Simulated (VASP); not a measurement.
Input of a VASP 6.6.1 run:

Contents of POSCAR:

```
Al2O3
1.0
    2.7803192119      0.0000000000      0.0000000000
   -1.3901596060      2.4078270681      0.0000000000
    0.0000000000      0.0000000000      6.5765980259
Al O
2 3
Direct
    0.0000000000      0.0000000000      0.7953197365
    0.0000000000      0.0000000000      0.2046802635
    0.3333333333      0.6666666667      0.6926572668
    0.6666666667      0.3333333333      0.0000000000
    0.3333333333      0.6666666667      0.3073427332
```

The input INCAR.step1:

```
SYSTEM = Al2O3
PREC = Accurate
ENCUT = 520
ISMEAR = -1
SIGMA = 0.05
LREAL = .FALSE.
LASPH = .TRUE.
NELM = 60
NBANDS = 20
GGA = PE
ALGO = Normal
EDIFF = 1E-4
LWAVE = .TRUE.
LCHARG = .FALSE.
```

INCAR.step2

```
SYSTEM = Al2O3
PREC = Accurate
ENCUT = 520
EDIFF = 1E-7
ISMEAR = -1
SIGMA = 0.05
LREAL = .FALSE.
LASPH = .TRUE.
NELM = 60
ALGO = Normal
ISIF = 2
LWAVE = .FALSE.
LCHARG = .FALSE.
METAGGA = R2SCAN
LMIXTAU = .TRUE.
NBANDS = 20
ISTART = 1
```

KPOINTS

```
regular mesh
0
G
  11 11 3
  0 0 0
```

Potentials or basis: VASP PAW PBE potentials, release 64 (Al, O).

The run is started by

```console
$ cat potpaw_PBE.64/Al/POTCAR potpaw_PBE.64/O/POTCAR > POTCAR
$ cp INCAR.step1 INCAR
$ mpirun -np 1 vasp_std > vasp.out
$ cp INCAR.step2 INCAR
$ mpirun -np 1 vasp_std > vasp.out
```

Task: Estimate the largest force.

Result: 0.028 eV/Å.

Task: Predict the band gap on the k mesh.

Result: 5.75 eV, indirect (least direct gap 5.82 eV).

Task: Predict the pressure.

Result: 20.0 GPa.

Forces in eV/Å, atoms in the order of the input:
```
Al   0.000  0.000 -0.009
Al   0.000  0.000  0.009
O    0.000  0.000  0.028
O    0.000  0.000  0.000
O    0.000  0.000 -0.028
```

Caveat: the PAW data sets were made with another functional, which shifts forces and pressure a little. r2SCAN opens gaps a little over a GGA but as a rule still falls short of measured ones.
